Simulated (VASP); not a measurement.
Wanted: the native input for a VASP 6.6.1 run.

* Task: single point
* Functional: revPBE
* Potentials or basis: VASP PAW PBE potentials, release 64 (Ru_pv)
* Cutoff: 520 eV
* k mesh: 22 × 22 × 12
* Occupations: fermi-dirac, width 0.05 eV
* Spin: collinear spin, ferromagnetic start
* Starting moments: [1.0, 1.0] μB
* Dipole correction: no
* Further INCAR settings: ALGO = Normal; EDIFF = 1e-06; NBANDS = 25

The structure of Ru lies in POSCAR:

```
Ru
1.0
    2.7332157270      0.0000000000      0.0000000000
   -1.3666078635      2.3670342536      0.0000000000
    0.0000000000      0.0000000000      4.2999140076
Ru
2
Direct
    0.3333333333      0.6666666667      0.2500000000
    0.6666666667      0.3333333333      0.7500000000
```

These files were run (other wordings do the same):

INCAR

```
ALGO     = Normal         # electronic algorithm
EDIFF    = 1E-6           # SCF threshold, eV
ENCUT    = 520            # plane-wave cutoff, eV
GGA      = RE             # functional
ISIF     = 2              # what is computed and relaxed
ISMEAR   = -1             # smearing method
ISPIN    = 2              # spin polarisation
LASPH    = True           # aspherical terms in the spheres
LCHARG   = False          # write CHGCAR
LMAXMIX  = 4              # l up to which the mixer works
LORBIT   = 11             # projections on sites
LREAL    = False          # projectors in reciprocal space
LWAVE    = False          # write WAVECAR
MAGMOM   = 1 1            # initial moments
NBANDS   = 25             # bands
NELM     = 150            # most SCF steps
PREC     = Accurate       # precision mode
SIGMA    = 0.05           # smearing width, eV
```

KPOINTS

```
k-points
0
Gamma
  22 22 12
```

Potentials or basis: VASP PAW PBE potentials, release 64 (Ru_pv).

Command:

```bash
$ cat potpaw_PBE.64/Ru_pv/POTCAR > POTCAR
$ mpirun -np 1 vasp_std > vasp.out
```

It gave:

| Quantity | Value |
| --- | --- |
| Pressure | -0.1 GPa |
| Band gap on the k mesh | zero (filled and empty bands overlap) |
| Net moment | 0.00 μB per cell |
| Valence electrons inside the program's atomic spheres | Ru 12.62 |

Caveat: the PAW data sets were made with another functional, which shifts forces and pressure a little.

Wall time 2.4 min on 1 thread of Intel(R) Xeon(R) 6975P-C (Granite Rapids), with other jobs on the host, peak memory 0.41 GiB.
